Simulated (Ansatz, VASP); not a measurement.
**Two plane-wave programs on BeTe**

The input INCAR:

```
PREC = Accurate ; ENCUT = 600
EDIFF = 1E-6 ; ISMEAR = 0
SIGMA = 0.02 ; LREAL = F
LASPH = T ; NELM = 60
ALGO = Normal ; ISIF = 3
LWAVE = F ; LCHARG = F
GGA = PE ; IBRION = 2
NSW = 100 ; EDIFFG = -0.01
```

The input KPOINTS:

```
Automatic mesh
0
Gamma
  8 8 4
```

The input POSCAR:

```
BeTe
1.0
    3.9351334879      0.0000000000      0.0000000000
    0.0000000000      3.9351334879      0.0000000000
    0.0000000000      0.0000000000      7.1100206399
Be Te
2 2
Direct
    0.0000000000      0.0000000000      0.5000000000
    0.5000000000      0.5000000000      0.5000000000
    0.5000000000      0.0000000000      0.7133675084
    0.0000000000      0.5000000000      0.2866324916
```

Input for Ansatz:

```yaml
crystal:
  lattice:
    - [3.9351334879, 0.0, 0.0]
    - [0.0, 3.9351334879, 0.0]
    - [0.0, 0.0, 7.1100206399]
  atoms:
    - { symbol: Be, position: [0.0, 0.0, 0.5] }
    - { symbol: Be, position: [0.5, 0.5, 0.5] }
    - { symbol: Te, position: [0.5, 0.0, 0.7133675084] }
    - { symbol: Te, position: [0.0, 0.5, 0.2866324916] }
basis:
  ecutwfc: 420
kpoints:
  mp_grid: { grid: [8, 8, 4] }
hamiltonian:
  xc: pbe
scf:
  occupations: { method: gaussian, width: 0.02 }
output:
  forces: true
  stress: true
  eigenvalues: true
  write_density: true
  write_potential: true
  elf: true
  volumetric_format: npy
relax:
  adjacent_minimum: "off"
  f_tol: 0.01
  max_steps: 80
  cell: { stress_tol: 0.05 }
```

Alike in both runs: task relaxation of cell and atoms; functional PBE; k mesh 8 × 8 × 4; occupations gaussian, width 0.02 eV; no spin polarisation.

```csv
,VASP,Ansatz
version,VASP 6.6.1,Ansatz 0.2.0
potentials or method,"VASP PAW PBE potentials, release 64 (Be, Te), cutoff 600 eV","scalar-relativistic, plane waves, PAW"
valence electrons in the cell,16,36
```

```tsv
	VASP	Ansatz	Ansatz less VASP
gap on the k mesh at the Fermi level, each at its own relaxed structure (eV)	2.09	2.12	+0.032
relaxed volume (Å³/atom)	27.41	28.41	+1.003
relaxed length of the cell vector where the two differ most in proportion (Å)	7.162	7.426	+0.2643
```

VASP's potentials hold 16 valence electrons a cell and Ansatz's 36, so a difference there can come from the potentials and not from the codes.

Neither program's run includes spin-orbit coupling.
